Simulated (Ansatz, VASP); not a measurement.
**One calculation of InSb3, two programs**

File INCAR:

```
SYSTEM = InSb3
  ALGO = Normal
  EDIFF = 1E-7
  ENCUT = 520
  GGA = PE
  ISIF = 2
  ISMEAR = 0
  LASPH = .TRUE.
  LCHARG = .FALSE.
  LREAL = .FALSE.
  LWAVE = .FALSE.
  NBANDS = 22
  NELM = 60
  PREC = Accurate
  SIGMA = 0.15
```

The input KPOINTS:

```
k-points
0
G
  8 8 8
  0 0 0
```

File POSCAR:

```
InSb3
1.0
    4.8138627010      0.0560815005      0.0560815005
    0.0560815005      4.8138627010      0.0560815005
    0.0560815005      0.0560815005      4.8138627010
In Sb
1 3
Direct
    0.0000000000      0.0000000000      0.0000000000
    0.5000000000      0.0000000000      0.5000000000
    0.0000000000      0.5000000000      0.5000000000
    0.5000000000      0.5000000000      0.0000000000
```

Input for Ansatz:

```yaml
crystal:
  lattice:
    - [4.813862701, 0.0560815005, 0.0560815005]
    - [0.0560815005, 4.813862701, 0.0560815005]
    - [0.0560815005, 0.0560815005, 4.813862701]
  atoms:
    - { symbol: In, position: [0.0, 0.0, 0.0] }
    - { symbol: Sb, position: [0.5, 0.0, 0.5] }
    - { symbol: Sb, position: [0.0, 0.5, 0.5] }
    - { symbol: Sb, position: [0.5, 0.5, 0.0] }
basis:
  ecutwfc: 420
kpoints:
  mp_grid: { grid: [8, 8, 8] }
hamiltonian:
  xc: pbe
  pseudopotentials: { kind: paw, azcp: { folder: soft_1 } }
scf:
  occupations: { method: gaussian, width: 0.15 }
output:
  forces: true
  stress: true
  eigenvalues: true
```

Change from the starting cell: equal engineering shear yz, xz and xy +0.0233, equal normal strain along x, y and z +0.0000.

Alike in both runs: task single point; functional PBE; k mesh 8 × 8 × 8; occupations gaussian, width 0.15 eV; no spin polarisation.

```csv
,VASP,Ansatz
version,VASP 6.6.1,Ansatz 0.2.0
potentials or method,"VASP PAW PBE potentials, release 64 (In_d, Sb), cutoff 520 eV","scalar-relativistic, plane waves, PAW"
valence electrons in the cell,28,58
```

|  | VASP | Ansatz | Ansatz less VASP |
| --- | --- | --- | --- |
| gap on the k mesh at the Fermi level (eV) | none | none | - |
| pressure (GPa) | 0.0 | 0.1 | +0.09 |
| traceless stress, the component that is largest in VASP (GPa) | -0.45 | -0.45 | -0.001 |

A gap of «none» marks a metal or a gap that the smearing closes. VASP's potentials hold 28 valence electrons a cell and Ansatz's 58, so a difference there can come from the potentials and not from the codes.

Neither program's run includes spin-orbit coupling.
